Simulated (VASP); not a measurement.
# LiAl5B (P4/mmm) in VASP: a series of runs

The runs below take LiAl5B through single point, relaxation of cell and atoms, with PBE.

Program: VASP 6.6.1. These are calculated values, not measurements. Logs are shortened: lines on timing, memory, paths and dates and some standing lists are left out, and cuts for length are marked.

## Step 1: The cell of the first run

It takes space group P4/mmm (No. 123, tetragonal). The conventional cell has a = 3.854 Å, b = 3.854 Å, c = 6.241 Å, α = 90.00°, β = 90.00°, γ = 90.00°. Li (site symmetry 4/mmm) has 12 Al at 2.69 to 2.72 Å and 2 B at 3.12 Å within 3.5 Å. Al (site symmetry 4/mmm) has 8 Al at 2.69 Å and 4 Li at 2.72 Å within 3.5 Å. Within 3.0 Å of Al (site symmetry 2mm) lie 2 B at 2.29 Å and 7 Al at 2.49 to 2.72 Å and 2 Li at 2.69 Å. B (site symmetry 4/mmm) has 8 Al at 2.29 Å within 3.0 Å.

The cell was built from a structure type or drawn by symmetry, and may not be a known phase.

## Step 2: Single point, PBE

File INCAR:

```
PREC = Accurate
ENCUT = 520
EDIFF = 1E-7
ISMEAR = 0
SIGMA = 0.1
LREAL = F
LASPH = T
NELM = 60
ALGO = Fast
ISIF = 2
LWAVE = F
LCHARG = F
GGA = PE
NBANDS = 20
```

File KPOINTS:

```
Automatic mesh
0
Gamma
  4 4 4
```

File POSCAR:

```
LiAl5B
1.0
    3.8536108400      0.0000000000      0.0000000000
    0.0000000000      3.8536108400      0.0000000000
    0.0000000000      0.0000000000      6.2409843100
Li Al B
1 5 1
Direct
    0.0000000000      0.0000000000      0.0000000000
    0.5000000000      0.5000000000      0.0000000000
    0.5000000000      0.0000000000      0.3007800000
    0.0000000000      0.5000000000      0.3007800000
    0.5000000000      0.0000000000      0.6992200000
    0.0000000000      0.5000000000      0.6992200000
    0.0000000000      0.0000000000      0.5000000000
```

Potentials or basis: VASP PAW PBE potentials, release 64 (Li_sv, Al, B).

Command:

```
> cat potpaw_PBE.64/Li_sv/POTCAR potpaw_PBE.64/Al/POTCAR potpaw_PBE.64/B/POTCAR > POTCAR
> mpirun -np 1 vasp_std > vasp.out
```

OUTCAR:

```text
PREC = Accurate
   ENCUT = 520
   EDIFF = 1E-7
   ISMEAR = 0
   LREAL = F
   LASPH = T
   NELM = 60
   ISIF = 2
   GGA = PE

 ion  position               nearest neighbor table
   1  0.000  0.000  0.000-   3 2.69   4 2.69   5 2.69   6 2.69   4 2.69   6 2.69   3 2.69   5 2.69
                             2 2.72   2 2.72   2 2.72   2 2.72
   2  0.500  0.500  0.000-   3 2.69   4 2.69   5 2.69   6 2.69   3 2.69   5 2.69   4 2.69   6 2.69
                             1 2.72   1 2.72   1 2.72   1 2.72
   3  0.500  0.000  0.301-   7 2.29   7 2.29   5 2.49   2 2.69   2 2.69   1 2.69   1 2.69   4 2.72
                             4 2.72   4 2.72   4 2.72
   4  0.000  0.500  0.301-   7 2.29   7 2.29   6 2.49   2 2.69   1 2.69   1 2.69   2 2.69   3 2.72
                             3 2.72   3 2.72   3 2.72
   5  0.500  0.000  0.699-   7 2.29   7 2.29   3 2.49   2 2.69   2 2.69   1 2.69   1 2.69   6 2.72
                             6 2.72   6 2.72   6 2.72
   6  0.000  0.500  0.699-   7 2.29   7 2.29   4 2.49   2 2.69   1 2.69   1 2.69   2 2.69   5 2.72
                             5 2.72   5 2.72   5 2.72
   7  0.000  0.000  0.500-   3 2.29   4 2.29   5 2.29   6 2.29   4 2.29   6 2.29   3 2.29   5 2.29

  LATTYP: Found a simple tetragonal cell.
 ALAT       =     3.8536108400
 C/A-ratio  =     1.6195159732

  Lattice vectors:

 A1 = (   3.8536108400,   0.0000000000,   0.0000000000)
 A2 = (   0.0000000000,   3.8536108400,   0.0000000000)
 A3 = (   0.0000000000,   0.0000000000,   6.2409843100)

Analysis of symmetry for initial positions (statically):
=====================================================================
 Subroutine PRICEL returns:
 Original cell was already a primitive cell.

 Routine SETGRP: Setting up the symmetry group for a
 simple tetragonal supercell.

 Subroutine GETGRP returns: Found 16 space group operations
 (whereof 16 operations were pure point group operations)
 out of a pool of 16 trial point group operations.

The static configuration has the point symmetry D_4h.

Analysis of symmetry for dynamics (positions and initial velocities):
=====================================================================
 Subroutine PRICEL returns:
 Original cell was already a primitive cell.

 Routine SETGRP: Setting up the symmetry group for a
 simple tetragonal supercell.

 Subroutine GETGRP returns: Found 16 space group operations
 (whereof 16 operations were pure point group operations)
 out of a pool of 16 trial point group operations.

The dynamic configuration has the point symmetry D_4h.

 Subroutine INISYM returns: Found 16 space group operations
 (whereof 16 operations are pure point group operations),
 and found     1 'primitive' translations
[... 106 lines left out ...]
   POTIM  = 0.5000    time-step for ionic-motion
   TEBEG  =    0.0;   TEEND  =   0.0 temperature during run
   PSTRESS=    0.0 pullay stress
   NELECT =      21.0000    total number of electrons
   NUPDOWN=      -1.0000    fix difference up-down
   EMIN   =  10.00;   EMAX   =-10.00  energy-range for DOS
   EFERMI =   0.00;   METHOD = LEGACY
   ISMEAR =     0;   SIGMA  =   0.10  broadening in eV -4-tet -1-fermi 0-gaus
   EFERMI_NEDOS =   21; number of points for ismear=-14 and -15
   IALGO  =     68    algorithm
   IMIX   =      4    mixing-type and parameters
     AMIX     =   0.40;   BMIX     =  1.00
     AMIX_MAG =   1.60;   BMIX_MAG =  1.00
  volume/ion in A,a.u.               =      13.24        89.35
  Fermi-wavevector in a.u.,A,eV,Ry     =   0.998049  1.886038 13.552775  0.996101
  Thomas-Fermi vector in A             =   2.130246
   LORBIT       =      0    0 simple, 1 ext, 2 COOP (PROOUT), +10 PAW based schemes
   GGA     = PE    functional components
   LHFCALC =     F    Hartree Fock is set to
   AEXX    =    0.0000 exact exchange contribution
   IVDW    =     0    specifies the selected vdW correction
   LEPSILON=     F    determine dielectric tensor
   LRPA    =     F    only Hartree local field effects (RPA)
 non-spin polarized calculation
 RMM-DIIS sequential band-by-band and
 Gauss-broadening in eV      SIGMA  =   0.10
  energy-cutoff  :      520.00
  volume of cell :       92.68
 maximum number of plane-waves:      2527
 NGX is ok and might be reduce to    30
   NGX = 15   NGY = 15   NGZ = 23

 number of electron      20.9999997 magnetization

 Free energy of the ion-electron system (eV)
  ---------------------------------------------------
  ext. energy  EPLUGINS =         0.00000000
  ---------------------------------------------------
  free energy    TOTEN  =       -25.90740700 eV

  energy without entropy =      -25.89278863  energy(sigma->0) =      -25.90009781

 E-fermi :   8.2753     XC(G=0): -10.4365

 val. band max:        8.2664384269   @ k =   0.5000   0.5000   0.5000
 cond. band min:       8.2761211847   @ k =   0.0000   0.0000   0.5000
 fundamental gap:      0.0096827578
 Fermi energy:         8.2753273860

 k-point     1 :       0.0000    0.0000    0.0000
  band No.  band energies     occupation
      1     -37.8972      2.00000
      2      -3.9814      2.00000
      3      -0.1708      2.00000
      4       0.3427      2.00000
      5       4.2300      2.00000
      6       4.2300      2.00000
[... 403 lines left out ...]
     19      15.6390      0.00000
     20      18.6120      0.00000

------------------------ aborting loop because EDIFF is reached ----------------------------------------

  FORCE on cell =-STRESS in cart. coord.  units (eV):
  Direction    XX          YY          ZZ          XY          YZ          ZX
  --------------------------------------------------------------------------------------
  -------------------------------------------------------------------------------------
  Total        5.6451955      5.6451955     10.8393351      0.0000000      0.0000000      0.0000000
  in kB       97.5889781     97.5889781    187.3805135      0.0000000      0.0000000      0.0000000
  external PRESSURE =     127.5194899 kB  Pullay stress =       0.0000000 kB

 VOLUME and BASIS-vectors are now :
 -----------------------------------------------------------------------------
  energy-cutoff  :      520.00
  volume of cell :       92.68
      direct lattice vectors                 reciprocal lattice vectors
     3.853610840  0.000000000  0.000000000     0.259496883  0.000000000  0.000000000
     0.000000000  3.853610840  0.000000000     0.000000000  0.259496883  0.000000000
     0.000000000  0.000000000  6.240984310     0.000000000  0.000000000  0.160231135

 POSITION                                       TOTAL-FORCE (eV/Angst)
 -----------------------------------------------------------------------------------
      0.00000      0.00000      0.00000         0.000000     -0.000000      0.000000
      1.92681      1.92681      0.00000         0.000000     -0.000000      0.000000
      1.92681      0.00000      1.87716         0.000000     -0.000000     -0.760466
      0.00000      1.92681      1.87716         0.000000      0.000000     -0.760466
      1.92681      0.00000      4.36382        -0.000000     -0.000000      0.760466
      0.00000      1.92681      4.36382         0.000000      0.000000      0.760466
      0.00000      0.00000      3.12049         0.000000     -0.000000      0.000000
 -----------------------------------------------------------------------------------
    total drift:                               -0.000000     -0.000000     -0.000000

  FREE ENERGIE OF THE ION-ELECTRON SYSTEM (eV)
  ---------------------------------------------------
  free  energy   TOTEN  =       -25.9074070036 eV

  energy  without entropy=      -25.8927886251  energy(sigma->0) =      -25.90009781
```

OSZICAR:

```text
N       E                     dE             d eps       ncg     rms          rms(c)
DAV:   1     0.305353465129E+02    0.30535E+02   -0.70819E+03   720   0.878E+02
DAV:   2    -0.238101254783E+02   -0.54345E+02   -0.52414E+02   936   0.145E+02
DAV:   3    -0.267558371000E+02   -0.29457E+01   -0.29124E+01  1068   0.265E+01
DAV:   4    -0.268693402632E+02   -0.11350E+00   -0.11338E+00  1056   0.463E+00
[... 17 lines left out ...]
RMM:  22    -0.259074074826E+02    0.33463E-06   -0.80560E-07   791   0.340E-03    0.930E-03
RMM:  23    -0.259074071964E+02    0.28617E-06   -0.64294E-07   726   0.309E-03    0.361E-03
RMM:  24    -0.259074070941E+02    0.10230E-06   -0.44534E-07   677   0.269E-03    0.140E-03
RMM:  25    -0.259074069770E+02    0.11710E-06   -0.39806E-07   659   0.247E-03    0.102E-03
RMM:  26    -0.259074070036E+02   -0.26562E-07   -0.27651E-07   537   0.217E-03
   1 F= -.25907407E+02 E0= -.25900098E+02  d E =-.146184E-01
```

Run time: 46 s. Hardware: 1 thread of Intel Xeon 6975P-C (Granite Rapids), shared host; peak memory 0.2 GiB.

Results:

```
Free energy            : -25.9074 eV
Largest force          : 0.760 eV/Å
Band gap on the k mesh : zero (an odd number of electrons rules out a gap without spin polarisation)
```

Forces in eV/Å, atoms in the order of the input:
```
Li   0.000  0.000  0.000
Al   0.000  0.000  0.000
Al   0.000  0.000 -0.760
Al   0.000  0.000 -0.760
Al   0.000  0.000  0.760
Al   0.000  0.000  0.760
B    0.000  0.000  0.000
```

Caveat: the k points lie up to 0.41 Å⁻¹ apart, too coarse for converged energies and pressures of a metal; the cutoff is under 1.25 times the usual one of these potentials, so pressure, stress and relaxed cells hold a basis-set (Pulay) error.

## Step 3: Single point, PBE

This run uses another cell than the first one, of 14.90 Å³/atom.

File INCAR:

```
SYSTEM = LiAl5B
ALGO = Fast ; EDIFF = 1E-6
ENCUT = 520 ; GGA = PE
ISIF = 2 ; ISMEAR = 0
LASPH = .True. ; LCHARG = .False.
LREAL = .False. ; LWAVE = .False.
NBANDS = 20 ; NELM = 60
PREC = Accurate ; SIGMA = 0.1
```

File KPOINTS:

```
k-points
0
Gamma
  10 10 6
  0 0 0
```

File POSCAR:

```
LiAl5B
1.0
    3.8619912345      0.0000000000      0.0000000000
    0.0000000000      3.8619912345      0.0000000000
    0.0000000000      0.0000000000      6.9917164757
Li Al B
1 5 1
Direct
    0.0000000000      0.0000000000      0.0000000000
    0.5000000000      0.5000000000      0.0000000000
    0.5000000000      0.0000000000      0.2966076930
    0.0000000000      0.5000000000      0.2966076930
    0.5000000000      0.0000000000      0.7033923070
    0.0000000000      0.5000000000      0.7033923070
    0.0000000000      0.0000000000      0.5000000000
```

Potentials or basis: VASP PAW PBE potentials, release 64 (Li_sv, Al, B).

Command:

```
> cat potpaw_PBE.64/Li_sv/POTCAR potpaw_PBE.64/Al/POTCAR potpaw_PBE.64/B/POTCAR > POTCAR
> mpirun -np 1 vasp_std > vasp.out
```

OUTCAR:

```text
SYSTEM = LiAl5B
   EDIFF = 1E-6
   ENCUT = 520
   GGA = PE
   ISIF = 2
   ISMEAR = 0
   LASPH = .True.
   LREAL = .False.
   NELM = 60
   PREC = Accurate

 ion  position               nearest neighbor table
   1  0.000  0.000  0.000-   2 2.73   2 2.73   2 2.73   2 2.73   6 2.83   3 2.83   4 2.83   6 2.83
                             4 2.83   3 2.83   5 2.83   5 2.83
   2  0.500  0.500  0.000-   1 2.73   1 2.73   1 2.73   1 2.73   6 2.83   3 2.83   3 2.83   5 2.83
                             4 2.83   4 2.83   6 2.83   5 2.83
   3  0.500  0.000  0.297-   7 2.40   7 2.40   4 2.73   4 2.73   4 2.73   4 2.73   1 2.83   2 2.83
                             2 2.83   1 2.83   5 2.84
[... 771 lines left out ...]
  Total       -0.0319521     -0.0319521     -0.0115126      0.0000000      0.0000000      0.0000000
  in kB       -0.4909114     -0.4909114     -0.1768803      0.0000000      0.0000000      0.0000000
  external PRESSURE =      -0.3862344 kB  Pullay stress =       0.0000000 kB

 VOLUME and BASIS-vectors are now :
 -----------------------------------------------------------------------------
  energy-cutoff  :      520.00
  volume of cell :      104.28
      direct lattice vectors                 reciprocal lattice vectors
     3.861991235  0.000000000  0.000000000     0.258933783  0.000000000  0.000000000
     0.000000000  3.861991235  0.000000000     0.000000000  0.258933783  0.000000000
     0.000000000  0.000000000  6.991716476     0.000000000  0.000000000  0.143026395

 POSITION                                       TOTAL-FORCE (eV/Angst)
 -----------------------------------------------------------------------------------
      0.00000      0.00000      0.00000         0.000000     -0.000000     -0.000000
      1.93100      1.93100      0.00000         0.000000     -0.000000     -0.000000
      1.93100      0.00000      2.07380        -0.000000      0.000000      0.000004
      0.00000      1.93100      2.07380         0.000000     -0.000000      0.000004
      1.93100      0.00000      4.91792         0.000000      0.000000     -0.000004
      0.00000      1.93100      4.91792        -0.000000     -0.000000     -0.000004
      0.00000      0.00000      3.49586         0.000000     -0.000000     -0.000000
 -----------------------------------------------------------------------------------
    total drift:                                0.000000     -0.000000      0.000000

  FREE ENERGIE OF THE ION-ELECTRON SYSTEM (eV)
  ---------------------------------------------------
  free  energy   TOTEN  =       -26.4561276246 eV

  energy  without entropy=      -26.4431070643  energy(sigma->0) =      -26.44961734
```

Wall time 2.7 min (1 thread of Intel Xeon 6975P-C (Granite Rapids), shared host); peak memory 0.31 GiB.

Results:

* Free energy: -26.4561 eV
* Band gap on the k mesh: zero (an odd number of electrons rules out a gap without spin polarisation)

Caveat: the cutoff is under 1.25 times the usual one of these potentials, so pressure, stress and relaxed cells hold a basis-set (Pulay) error.

[end of part 1 of 2]
